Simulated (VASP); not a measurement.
Set up this calculation in VASP 6.6.1, as the native input.

```yaml
Task: relaxation of cell and atoms
Functional: PBE
Potentials_or_basis: VASP PAW PBE potentials, release 64 (In_d, Ga_d, O)
Cutoff: 600 eV
k_mesh: 12 × 12 × 12
Occupations: gaussian, width 0.1 eV
Spin: no spin polarisation
Dipole_correction: no
Further_INCAR_settings: ALGO = Normal; EDIFF = 1e-06; IBRION = 2; EDIFFG = -0.01; NSW = 100; ISIF = 3
```

The structure of InGaO lies in POSCAR:

```
InGaO
1.0
    4.1221471860      0.0000000000      0.0000000000
    0.0000000000      4.1221471860      0.0000000000
    0.0000000000      0.0000000000      4.1519312379
In Ga O
1 1 1
Direct
    0.0000000000      0.0000000000      0.5000000000
    0.5000000000      0.5000000000      0.5000000000
    0.0000000000      0.0000000000      0.0000000000
```

These files were run (other wordings do the same):

INCAR

```
ALGO = Normal ; EDIFF = 1E-6
EDIFFG = -0.01 ; ENCUT = 600
GGA = PE ; IBRION = 2
ISIF = 3 ; ISMEAR = 0
LASPH = T ; LCHARG = F
LREAL = F ; LWAVE = F
NELM = 60 ; NSW = 100
PREC = Accurate ; SIGMA = 0.1
```

KPOINTS

```
k-points
0
Gamma
  12 12 12
```

Potentials or basis: VASP PAW PBE potentials, release 64 (In_d, Ga_d, O).

Command:

```console
$ cat potpaw_PBE.64/In_d/POTCAR potpaw_PBE.64/Ga_d/POTCAR potpaw_PBE.64/O/POTCAR > POTCAR
$ mpirun -np 1 vasp_std > vasp.out
```

It gave:

- Relaxed volume: 23.43 Å³/atom
- Relaxed cell: a = 4.115 Å, b = 4.115 Å, c = 4.150 Å, α = 90.00°, β = 90.00°, γ = 90.00°
- Space group after relaxing (to 0.05 Å): P4/mmm (No. 123)
- Energy gained by relaxing: 0.0 meV/atom
- Ionic steps: 5
- Pressure after relaxing: 0.0 GPa
- Band gap on the k mesh: zero (band 16 reaches 4.76 eV, above the bottom of band 17 at 1.33 eV)

Caveat: spin-orbit coupling is left out, which moves the levels of the heavy elements.

Run time: 21 min on 1 thread of AMD EPYC 7R43 64-Core Processor (Zen 3), with other jobs on the host, peak memory 0.47 GiB.
